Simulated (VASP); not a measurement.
A run of VASP 6.6.1:

File INCAR:

```
SYSTEM = AlNi
PREC     = Accurate       ! precision mode
ENCUT    = 520            ! plane-wave cutoff, eV
EDIFF    = 1E-7           ! SCF threshold, eV
ISMEAR   = 0              ! smearing method
SIGMA    = 0.15           ! smearing width, eV
LREAL    = .False.        ! projectors in reciprocal space
LASPH    = .True.         ! aspherical terms in the spheres
NELM     = 80             ! most SCF steps
ALGO     = Normal         ! electronic algorithm
ISIF     = 2              ! what is computed and relaxed
LWAVE    = .False.        ! write WAVECAR
LCHARG   = .False.        ! write CHGCAR
GGA      = PE             ! functional
NBANDS   = 14             ! bands
```

KPOINTS

```
regular mesh
0
Gamma
  16 16 16
  0 0 0
```

The input POSCAR:

```
AlNi
1.0
    2.8810000000      0.0000000000      0.0000000000
    0.0000000000      2.8810000000      0.0000000000
    0.0000000000      0.0000000000      2.8810000000
Al Ni
1 1
Direct
    0.0000000000      0.0000000000      0.0000000000
    0.5000000000      0.5000000000      0.5000000000
```

Potentials or basis: VASP PAW PBE potentials, release 64 (Al, Ni).

The run is started by

```console
$ cat potpaw_PBE.64/Al/POTCAR potpaw_PBE.64/Ni/POTCAR > POTCAR
$ mpirun -np 1 vasp_std > vasp.out
```

Hardware: 1 thread of Intel(R) Xeon(R) 6975P-C (Granite Rapids), with other jobs on the host.

Q: Estimate the wall time of this run.

A: Wall time 15 s on 1 thread of Intel(R) Xeon(R) 6975P-C (Granite Rapids), with other jobs on the host, peak memory 0.18 GiB. Counts: scf iterations 14, k points 165.
